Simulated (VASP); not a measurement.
KF:

```
K F
1.0
     3.25895    0.00000    0.00000
     0.00000    3.25895    0.00000
     0.00000    0.00000    3.25895
K F
1 1
Direct
  0.00000 0.00000 0.00000
  0.50000 0.50000 0.50000
```

Base run:

- Program: VASP 6.6.1
- Functional: r2SCAN
- Potentials or basis: VASP PAW PBE potentials, release 64 (K_sv, F)
- Cutoff: 520 eV
- k mesh: 8 × 8 × 8
- Occupations: tetrahedron
- Spin: no spin polarisation

Its results: band gap on the k mesh 7.15 eV, indirect (least direct gap 7.20 eV); pressure -2.7 GPa.

**Question.** The run is repeated on the same cell with these changes: functional from r2SCAN to PBE; occupations from tetrahedron to fermi-dirac, width 0.05 eV. What comes out?

**Answer.** Band gap on the k mesh 6.26 eV, indirect (least direct gap 6.31 eV); pressure 0.0 GPa.

Caveats: the PAW data sets were made with another functional, which shifts forces and pressure a little (some runs).

A k mesh can miss the band edges.
